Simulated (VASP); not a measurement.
**Hg: single point with PBE+D3(BJ)**

The system is Hg.

```
Hg
1.0
     5.27233    0.00000    0.00000
    -2.63617    4.56598    0.00000
     0.00000    0.00000    3.10720
Hg
3
Direct
  0.33333 0.66667 0.50000
  0.00000 0.00000 0.00000
  0.66667 0.33333 0.50000
```

| Quantity | Value |
| --- | --- |
| Program | VASP 6.6.1 |
| Task | single point |
| Functional | PBE |
| Dispersion | D3(BJ) |
| Potentials or basis | VASP PAW PBE potentials, release 64 (Hg) |
| Cutoff | 520 eV |
| k mesh | 9 × 9 × 14 |
| Occupations | gaussian, width 0.1 eV |
| Spin | no spin polarisation |
| Dipole correction | no |
| Further INCAR settings | ALGO = Fast; EDIFF = 1e-06; NBANDS = 25 |

```yaml
Pressure: 1.2 GPa
Band_gap_on_the_k_mesh: zero (bands 18 and 19 overlap by 3.93 eV)
Dispersion_energy_per_atom: -0.420 eV
```

Stress tensor (GPa, compression positive):
```
1.15 0.00 0.00
0.00 1.15 0.00
0.00 0.00 1.24
```

Levels at points of the mesh, in eV from the Fermi level:
| k point | band 14 | band 15 | band 16 | band 17 | band 18 | band 19 | band 20 | band 21 | band 22 | band 23 |
| --- | --- | --- | --- | --- | --- | --- | --- | --- | --- | --- |
| (0.00, 0.00, 0.00) | -6.25 | -5.72 | -5.72 | -1.14 | -0.73 | 1.90 | 1.90 | 1.96 | 1.96 | 8.53 |
| (0.00, 0.00, 0.50) | -5.84 | -5.42 | -3.17 | -2.78 | 2.76 | 3.42 | 3.47 | 3.80 | 4.25 | 4.25 |

It took 2.8 min on 1 thread of Intel(R) Xeon(R) Platinum 8259CL CPU @ 2.50GHz (Skylake/Cascade Lake), with other jobs on the host, peak memory 0.29 GiB.

Caveat: spin-orbit coupling is left out, which moves the levels of the heavy elements.
